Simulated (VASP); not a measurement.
# MgBe2Te3 (P6/mmm) in VASP: further runs

MgBe2Te3 is run at these levels: PBE; tasks: single point, relaxation of cell and atoms.

Everything below comes from runs of VASP 6.6.1. Logs are shortened: lines on timing, memory, paths and dates and some standing lists are left out, and cuts for length are marked.

## 1. The cell of the first run

It takes space group P6/mmm (No. 191, hexagonal). The conventional cell has a = 7.385 Å, b = 7.385 Å, c = 3.217 Å, α = 90.00°, β = 90.00°, γ = 120.00°. Mg (site symmetry 6/mmm) has 2 Mg at 3.22 Å and 12 Te at 4.03 Å and 6 Be at 4.26 Å within 4.3 Å. Within 3.5 Å of Be (site symmetry -6m2) lie 6 Te at 2.67 Å and 2 Be at 3.22 Å. Within 3.5 Å of Te (site symmetry mmm) lie 4 Be at 2.67 Å and 2 Te at 3.22 Å.

The cell was generated, and may not be a known phase.

## 2. Single point, PBE

Contents of INCAR:

```
SYSTEM = MgBe2Te3
PREC = Accurate ; ENCUT = 520
EDIFF = 1E-6 ; ISMEAR = 0
SIGMA = 0.1 ; LREAL = .False.
LASPH = .True. ; NELM = 100
ALGO = Normal ; ISIF = 2
LWAVE = .False. ; LCHARG = .False.
GGA = PE ; NBANDS = 21
```

Contents of KPOINTS:

```
Automatic mesh
0
Gamma
  6 6 10
  0 0 0
```

Contents of POSCAR:

```
MgBe2Te3
1.0
    7.3846966067      0.0000000000      0.0000000000
   -3.6923483034      6.3953348607      0.0000000000
    0.0000000000      0.0000000000      3.2171265216
Mg Be Te
1 2 3
Direct
    0.0000000000      0.0000000000      0.0000000000
    0.3333333333      0.6666666667      0.0000000000
    0.6666666667      0.3333333333      0.0000000000
    0.5000000000      0.0000000000      0.5000000000
    0.5000000000      0.5000000000      0.5000000000
    0.0000000000      0.5000000000      0.5000000000
```

Potentials or basis: VASP PAW PBE potentials, release 64 (Mg, Be, Te).

On the command line:

```
cat potpaw_PBE.64/Mg/POTCAR potpaw_PBE.64/Be/POTCAR potpaw_PBE.64/Te/POTCAR > POTCAR
mpirun -np 1 vasp_std > vasp.out
```

OUTCAR:

```text
SYSTEM = MgBe2Te3
   PREC = Accurate
   ENCUT = 520
   EDIFF = 1E-6
   ISMEAR = 0
   LREAL = .False.
   LASPH = .True.
   NELM = 100
   ISIF = 2
   GGA = PE

 ion  position               nearest neighbor table
   1  0.000  0.000  0.000-
   2  0.333  0.667  0.000-   6 2.67   6 2.67   4 2.67   4 2.67   5 2.67   5 2.67
   3  0.667  0.333  0.000-   6 2.67   6 2.67   4 2.67   4 2.67   5 2.67   5 2.67
   4  0.500  0.000  0.500-   2 2.67   3 2.67   2 2.67   3 2.67
   5  0.500  0.500  0.500-   2 2.67   3 2.67   2 2.67   3 2.67
   6  0.000  0.500  0.500-   2 2.67   3 2.67   2 2.67   3 2.67

  LATTYP: Found a hexagonal cell.
 ALAT       =     7.3846966067
 C/A-ratio  =     0.4356477582

  Lattice vectors:

 A1 = (   7.3846966067,   0.0000000000,   0.0000000000)
 A2 = (  -3.6923483034,   6.3953348607,   0.0000000000)
 A3 = (   0.0000000000,   0.0000000000,   3.2171265216)

Analysis of symmetry for initial positions (statically):
=====================================================================
 Subroutine PRICEL returns:
 Original cell was already a primitive cell.

 Routine SETGRP: Setting up the symmetry group for a
 hexagonal supercell.

 Subroutine GETGRP returns: Found 24 space group operations
 (whereof 24 operations were pure point group operations)
 out of a pool of 24 trial point group operations.

The static configuration has the point symmetry D_6h.

Analysis of symmetry for dynamics (positions and initial velocities):
=====================================================================
 Subroutine PRICEL returns:
 Original cell was already a primitive cell.

 Routine SETGRP: Setting up the symmetry group for a
 hexagonal supercell.

 Subroutine GETGRP returns: Found 24 space group operations
 (whereof 24 operations were pure point group operations)
 out of a pool of 24 trial point group operations.

The dynamic configuration has the point symmetry D_6h.

 Subroutine INISYM returns: Found 24 space group operations
 (whereof 24 operations are pure point group operations),
 and found     1 'primitive' translations

----------------------------------------------------------------------------------------

                                     Primitive cell

  volume of cell :     151.9372

  direct lattice vectors                    reciprocal lattice vectors
     7.384696607  0.000000000  0.000000000     0.135415177  0.078181989  0.000000000
    -3.692348303  6.395334861  0.000000000     0.000000000  0.156363978  0.000000000
     0.000000000  0.000000000  3.217126522     0.000000000  0.000000000  0.310836392

  length of vectors
     7.384696607  7.384696607  3.217126522     0.156363978  0.156363978  0.310836392

  position of ions in fractional coordinates (direct lattice)
     0.000000000  0.000000000  0.000000000
     0.333333333  0.666666667  0.000000000
     0.666666667  0.333333333  0.000000000
     0.500000000  0.000000000  0.500000000
     0.500000000  0.500000000  0.500000000
     1.000000000  0.500000000  0.500000000

  ion indices of the primitive-cell ions
   primitive index   ion index
                 1           1
                 2           2
                 3           3
                 4           4
                 5           5
                 6           6

----------------------------------------------------------------------------------------

 KPOINTS: Automatic mesh

Automatic generation of k-mesh.
 Grid dimensions read from file:
 generate k-points for:    6    6   10

 Generating k-lattice:

  Cartesian coordinates                     Fractional coordinates (reciprocal lattice)
     0.022569196  0.013030332  0.000000000     0.166666667  0.000000000  0.000000000
     0.000000000  0.026060663  0.000000000     0.000000000  0.166666667  0.000000000
     0.000000000  0.000000000  0.031083639     0.000000000  0.000000000  0.100000000

  Length of vectors
     0.026060663  0.026060663  0.031083639

  Shift w.r.t. Gamma in fractional coordinates (k-lattice)
     0.000000000  0.000000000  0.000000000

 Subroutine IBZKPT returns following result:
 ===========================================

 Found     42 irreducible k-points:

 Following reciprocal coordinates:
            Coordinates               Weight
  0.000000  0.000000  0.000000      1.000000
  0.166667  0.000000  0.000000      6.000000
  0.333333 -0.000000  0.000000      6.000000
  0.500000  0.000000  0.000000      3.000000
  0.166667  0.166667  0.000000      6.000000
  0.333333  0.166667  0.000000     12.000000
[... 16 lines left out ...]
  0.166667  0.000000  0.300000     12.000000
  0.333333 -0.000000  0.300000     12.000000
 [... further k-points ...]
   k-points           NKPTS =     42   k-points in BZ     NKDIM =     42   number of bands    NBANDS=     21
   number of dos      NEDOS =    301   number of ions     NIONS =      6
   total plane-waves  NPLWV =  75264
   dimension x,y,z NGX =    56 NGY =   56 NGZ =   24
   dimension x,y,z NGXF=   112 NGYF=  112 NGZF=   48
[... 89 lines left out ...]
[... 13 lines left out ...]
     20      10.5749      0.00000
     21      10.7705      0.00000

 k-point     3 :       0.3333   -0.0000    0.0000
  band No.  band energies     occupation
      1      -7.8852      2.00000
      2      -7.1442      2.00000
      3      -6.7660      2.00000
      4      -1.6089      2.00000
      5       0.0877      2.00000
      6       0.8597      2.00000
[... 13 lines left out ...]
     20      10.5429      0.00000
     21      11.1198      0.00000

 k-point     4 :       0.5000    0.0000    0.0000
  band No.  band energies     occupation
      1      -7.7466      2.00000
      2      -7.3352      2.00000
      3      -6.7704      2.00000
      4      -1.2782      2.00000
      5       0.1547      2.00000
      6       0.8555      2.00000
[... 13 lines left out ...]
     20      10.8096      0.00000
     21      11.0350      0.00000

 k-point     5 :       0.1667    0.1667    0.0000
  band No.  band energies     occupation
      1      -7.9332      2.00000
      2      -7.0672      2.00000
      3      -6.7659      2.00000
      4      -1.7443      2.00000
      5       0.0613      2.00000
      6       0.7498      2.00000
[... 13 lines left out ...]
     20      10.8017      0.00000
     21      11.0060      0.00000

 k-point     6 :       0.3333    0.1667    0.0000
  band No.  band energies     occupation
      1      -7.7491      2.00000
      2      -7.3286      2.00000
      3      -6.7756      2.00000
      4      -1.2087      2.00000
      5      -0.0722      2.00000
      6       0.8801      2.00000
[... 13 lines left out ...]
     20      10.8399      0.00000
     21      11.2706      0.00000

 k-point     7 :       0.3333    0.3333    0.0000
  band No.  band energies     occupation
      1      -7.5495      2.00000
      2      -7.5495      2.00000
      3      -6.7830      2.00000
      4      -0.6077      2.00000
      5      -0.6077      2.00000
      6       0.6105      2.00000
[... 13 lines left out ...]
     20      11.4100      0.00000
     21      11.4329      0.00000
[... 291 lines left out ...]
      1      -7.2629      2.00000
      2      -6.8377      2.00000
      3      -6.2747      2.00000
      4      -0.7266      2.00000
      5       0.4429      2.00000
      6       1.3997      2.00000
[... 13 lines left out ...]
     20      10.3096      0.00000
     21      10.5135      0.00000

 k-point    21 :       0.3333    0.3333    0.2000
  band No.  band energies     occupation
      1      -7.0613      2.00000
      2      -7.0613      2.00000
      3      -6.2819      2.00000
      4      -0.1134      2.00000
      5      -0.1134      2.00000
      6       1.1428      2.00000
[... 13 lines left out ...]
     20      10.1654      0.00000
     21      10.4696      0.00000

 k-point    22 :       0.0000    0.0000    0.3000
  band No.  band energies     occupation
      1      -7.0646      2.00000
      2      -5.6773      2.00000
      3      -5.6773      2.00000
      4      -1.3795      2.00000
      5       0.3468      2.00000
      6       1.4706      2.00000
[... 13 lines left out ...]
     20       9.3477      0.00000
     21      10.0908      0.00000

 k-point    23 :       0.1667    0.0000    0.3000
  band No.  band energies     occupation
      1      -7.0058      2.00000
      2      -5.8028      2.00000
      3      -5.6816      2.00000
      4      -1.1464      2.00000
      5       0.4094      2.00000
      6       1.3755      2.00000
[... 13 lines left out ...]
     20       9.6025      0.00000
     21       9.7289      0.00000

 k-point    24 :       0.3333   -0.0000    0.3000
  band No.  band energies     occupation
      1      -6.8452      2.00000
      2      -6.0847      2.00000
      3      -5.6900      2.00000
      4      -0.5965      2.00000
      5       0.5832      2.00000
      6       1.2310      2.00000
[... 13 lines left out ...]
     20       9.3716      0.00000
     21      10.1333      0.00000

 [... further k-points ...]
[... 5 lines left out ...]
  --------------------------------------------------------------------------------------
  -------------------------------------------------------------------------------------
  Total        0.0179707      0.0179707      0.0213786     -0.0000000     -0.0000000     -0.0000000
  in kB        0.1895015      0.1895015      0.2254370     -0.0000000     -0.0000000     -0.0000000
  external PRESSURE =       0.2014800 kB  Pullay stress =       0.0000000 kB

 VOLUME and BASIS-vectors are now :
 -----------------------------------------------------------------------------
  energy-cutoff  :      520.00
  volume of cell :      151.94
      direct lattice vectors                 reciprocal lattice vectors
     7.384696607  0.000000000  0.000000000     0.135415177  0.078181989  0.000000000
    -3.692348303  6.395334861  0.000000000     0.000000000  0.156363978  0.000000000
     0.000000000  0.000000000  3.217126522     0.000000000  0.000000000  0.310836392

 POSITION                                       TOTAL-FORCE (eV/Angst)
 -----------------------------------------------------------------------------------
      0.00000      0.00000      0.00000         0.000000      0.000000     -0.000000
     -0.00000      4.26356      0.00000         0.000000     -0.000000     -0.000000
      3.69235      2.13178      0.00000        -0.000000      0.000000      0.000000
      3.69235      0.00000      1.60856         0.000000      0.000000     -0.000000
      1.84617      3.19767      1.60856         0.000000      0.000000     -0.000000
     -1.84617      3.19767      1.60856         0.000000      0.000000     -0.000000
 -----------------------------------------------------------------------------------
    total drift:                               -0.000000      0.000000     -0.000000

  FREE ENERGIE OF THE ION-ELECTRON SYSTEM (eV)
  ---------------------------------------------------
  free  energy   TOTEN  =       -16.2825279214 eV

  energy  without entropy=      -16.2695177864  energy(sigma->0) =      -16.27602285
```

Wall time 2.8 min (1 thread of Intel Xeon 8259CL, shared host); peak memory 0.34 GiB.

Results:

| Property | Result |
| --- | --- |
| Free energy | -16.2825 eV |
| Pressure | 0.0 GPa |
| Band gap on the k mesh | zero (bands 12 and 13 overlap by 2.65 eV) |

Caveat: spin-orbit coupling is left out, which moves the levels of the heavy elements.

## 3. Relaxation of cell and atoms, PBE

This run uses another cell than the first one, of 21.98 Å³/atom.

Contents of INCAR:

```
SYSTEM = MgBe2Te3
ALGO = Normal
EDIFF = 1E-6
EDIFFG = -0.04
ENCUT = 600
GGA = PE
IBRION = 2
ISIF = 3
ISMEAR = 0
LASPH = .TRUE.
LCHARG = .FALSE.
LREAL = .FALSE.
LWAVE = .FALSE.
NELM = 100
NSW = 90
PREC = Accurate
SIGMA = 0.1
```

Contents of KPOINTS:

```
k-points
0
G
  3 3 6
  0 0 0
```

Contents of POSCAR:

```
MgBe2Te3
1.0
    6.5104027400      0.0000000000      0.0000000000
   -3.2552013700      5.6381741600      0.0000000000
    0.0000000000      0.0000000000      3.5928086100
Mg Be Te
1 2 3
Direct
    0.0000000000      0.0000000000      0.0000000000
    0.3333333300      0.6666666700      0.0000000000
    0.6666666700      0.3333333300      0.0000000000
    0.5000000000      0.0000000000      0.5000000000
    0.5000000000      0.5000000000      0.5000000000
    0.0000000000      0.5000000000      0.5000000000
```

Potentials or basis: VASP PAW PBE potentials, release 64 (Mg, Be, Te).

On the command line:

```
cat potpaw_PBE.64/Mg/POTCAR potpaw_PBE.64/Be/POTCAR potpaw_PBE.64/Te/POTCAR > POTCAR
mpirun -np 1 vasp_std > vasp.out
```

Wall time 3.5 min (1 thread of Intel Xeon 8259CL, shared host); peak memory 0.31 GiB.

The run converged. Its results:

```yaml
Free_energy: -16.3113 eV
Relaxed_volume: 24.04 Å³/atom
Relaxed_cell: a = 6.827 Å, b = 6.827 Å, c = 3.573 Å, α = 90.00°, β = 90.00°, γ = 120.00°
Space_group_after_relaxing_to_0.1_Å: P6/mmm (No. 191)
Energy_gained_by_relaxing: 38.2 meV/atom
Ionic_steps: 5
Pressure_after_relaxing: 0.1 GPa
Band_gap_on_the_k_mesh: zero (bands 12 and 13 overlap by 0.83 eV)
```

The path:
```csv
step,energy change (eV),largest force (eV/Å),pressure (GPa),volume (Å³)
1,0.0000,0.0000,4.35,131.88
2,-0.2212,0.0000,0.08,143.55
3,-0.2240,0.0000,-0.48,145.49
4,-0.2241,0.0000,-0.39,145.18
5,-0.2294,0.0000,0.05,144.24
```

Final structure:
```xyz
6
Lattice="6.8271 0.0000 0.0000 -3.4136 5.9125 0.0000 0.0000 0.0000 3.5733" Properties=species:S:1:pos:R:3 pbc="T T T"
Mg    0.0000    0.0000    0.0000
Be    0.0000    3.9416    0.0000
Be    3.4136    1.9708    0.0000
Te    0.0000    5.9125    1.7867
Te    1.7068    2.9562    1.7867
Te   -1.7068    2.9562    1.7867
```

Levels at points of the mesh, in eV from the Fermi level:
| k point | band 8 | band 9 | band 10 | band 11 | band 12 | band 13 | band 14 | band 15 | band 16 |
| --- | --- | --- | --- | --- | --- | --- | --- | --- | --- |
| (0.00, 0.00, 0.00) | -1.96 | -0.32 | -0.32 | 0.18 | 0.70 | 0.70 | 1.53 | 2.54 | 3.38 |
| (0.00, 0.00, 0.50) | -3.28 | -3.28 | -1.95 | 0.34 | 0.35 | 0.35 | 0.69 | 1.04 | 1.32 |

Caveat: the k points lie up to 0.35 Å⁻¹ apart in the final cell, too coarse for converged energies and pressures of a metal; spin-orbit coupling is left out, which moves the levels of the heavy elements.

## 4. Relaxation of cell and atoms, PBE

This run uses another cell than the first one, of 24.07 Å³/atom.

Contents of INCAR:

```
SYSTEM = MgBe2Te3
PREC = Accurate
ENCUT = 600
EDIFF = 1E-6
ISMEAR = 0
SIGMA = 0.1
LREAL = .FALSE.
LASPH = .TRUE.
NELM = 80
ALGO = Normal
ISIF = 3
LWAVE = .FALSE.
LCHARG = .FALSE.
GGA = PE
IBRION = 2
NSW = 100
EDIFFG = -0.01
```

Contents of KPOINTS:

```
Automatic mesh
0
G
  6 6 10
  0 0 0
```

Contents of POSCAR:

```
MgBe2Te3
1.0
    6.8309236646      0.0000000000      0.0000000000
   -3.4154618323      5.9157534248      0.0000000000
    0.0000000000      0.0000000000      3.5740052528
Mg Be Te
1 2 3
Direct
    0.0000000000      0.0000000000      0.0000000000
    0.3333333333      0.6666666667      0.0000000000
    0.6666666667      0.3333333333      0.0000000000
    0.5000000000      0.0000000000      0.5000000000
    0.5000000000      0.5000000000      0.5000000000
    0.0000000000      0.5000000000      0.5000000000
```

On the command line:

```
cat potpaw_PBE.64/Mg/POTCAR potpaw_PBE.64/Be/POTCAR potpaw_PBE.64/Te/POTCAR > POTCAR
mpirun -np 1 vasp_std > vasp.out
```

Run time: 30 min. Hardware: 1 thread of Intel Xeon 8259CL, shared host; peak memory 0.42 GiB.

The run converged. Its results:

```yaml
Free_energy: -16.2823 eV
Relaxed_volume: 25.31 Å³/atom
Relaxed_cell: a = 7.380 Å, b = 7.380 Å, c = 3.219 Å, α = 90.00°, β = 90.00°, γ = 120.00°
Space_group_after_relaxing_to_0.1_Å: P6/mmm (No. 191)
Energy_gained_by_relaxing: 32.9 meV/atom
Ionic_steps: 20
Pressure_after_relaxing: 0.0 GPa
Band_gap_on_the_k_mesh: zero (bands 12 and 13 overlap by 2.64 eV)
```

Stress tensor (GPa, compression positive):
```
 0.05  0.00  0.00
 0.00  0.05  0.00
 0.00  0.00 -0.03
```

Step by step:
```csv
step,energy change (eV),largest force (eV/Å),pressure (GPa),volume (Å³)
1,0.0000,0.0000,0.65,144.43
2,-0.0104,0.0000,0.09,146.48
3,-0.0136,0.0000,-0.32,148.01
4,-0.0135,0.0000,-1.14,151.09
5,-0.0181,0.0000,-1.23,151.45
6,-0.0352,0.0000,-1.50,152.52
7,-0.0814,0.0000,-1.90,154.60
8,-0.1129,0.0000,-2.26,158.56
9,-0.1489,0.0000,-1.79,157.42
10,-0.1703,0.0000,-0.01,153.78
11,-0.1847,0.0000,-1.04,155.69
12,-0.1878,0.0000,-0.53,154.69
13,-0.1893,0.0000,-0.76,155.11
14,-0.1893,0.0000,-0.72,155.04
15,-0.1931,0.0000,-0.61,154.29
16,-0.1948,0.0000,-0.45,153.42
17,-0.1949,0.0000,-0.40,153.16
18,-0.1967,0.0000,-0.19,152.51
19,-0.1973,0.0000,0.00,151.93
20,-0.1973,0.0000,0.03,151.84
```

Final structure:
```xyz
6
Lattice="7.3804 0.0000 0.0000 -3.6902 6.3916 0.0000 0.0000 0.0000 3.2189" Properties=species:S:1:pos:R:3 pbc="T T T"
Mg    0.0000    0.0000    0.0000
Be    0.0000    4.2611    0.0000
Be    3.6902    2.1305    0.0000
Te    3.6902    0.0000    1.6095
Te    1.8451    3.1958    1.6095
Te   -1.8451    3.1958    1.6095
```

Levels at points of the mesh, in eV from the Fermi level:
| k point | band 8 | band 9 | band 10 | band 11 | band 12 | band 13 | band 14 | band 15 | band 16 |
| --- | --- | --- | --- | --- | --- | --- | --- | --- | --- |
| (0.00, 0.00, 0.00) | -1.63 | -1.63 | -0.80 | 0.29 | 0.77 | 2.31 | 2.31 | 2.89 | 2.89 |
| (0.50, 0.00, 0.00) | -3.17 | -1.19 | -0.96 | 0.72 | 1.25 | 1.29 | 2.13 | 2.30 | 3.32 |
| (0.00, 0.00, 0.50) | -2.40 | -2.40 | -1.85 | 0.50 | 0.61 | 0.61 | 0.64 | 0.64 | 0.75 |
| (0.50, 0.00, 0.50) | -2.76 | -1.88 | -1.19 | -1.12 | -0.91 | 0.34 | 0.71 | 0.74 | 1.33 |

Caveat: spin-orbit coupling is left out, which moves the levels of the heavy elements.

## 5. Summary

| task | cell | k mesh | cutoff (eV) | gap on the mesh (eV) | pressure (GPa) | relaxed volume (Å³/atom) |
| --- | --- | --- | --- | --- | --- | --- |
| single point | a = 7.385, b = 7.385, c = 3.217 Å, angles 90.0, 90.0, 120.0°, 6 atoms | 6 × 6 × 10 | 520 | none | 0.0 | - |
| relaxation of cell and atoms | relaxed from a = 6.510, b = 6.510, c = 3.593 Å, angles 90.0, 90.0, 120.0°, 6 atoms | 3 × 3 × 6 | 600 | none | 0.1 | 24.04 |
| relaxation of cell and atoms | relaxed from a = 6.831, b = 6.831, c = 3.574 Å, angles 90.0, 90.0, 120.0°, 6 atoms | 6 × 6 × 10 | 600 | none | 0.0 | 25.31 |

Alike in all rows: level PBE; potentials or basis VASP PAW PBE potentials, release 64 (Mg, Be, Te); no spin polarisation; smearing gaussian 0.1 eV.

Caveats: some runs use coarse meshes; spin-orbit coupling is left out, which moves the levels of the heavy elements.

Total energies depend on the potentials used, so only differences within one code and one set of settings carry meaning.
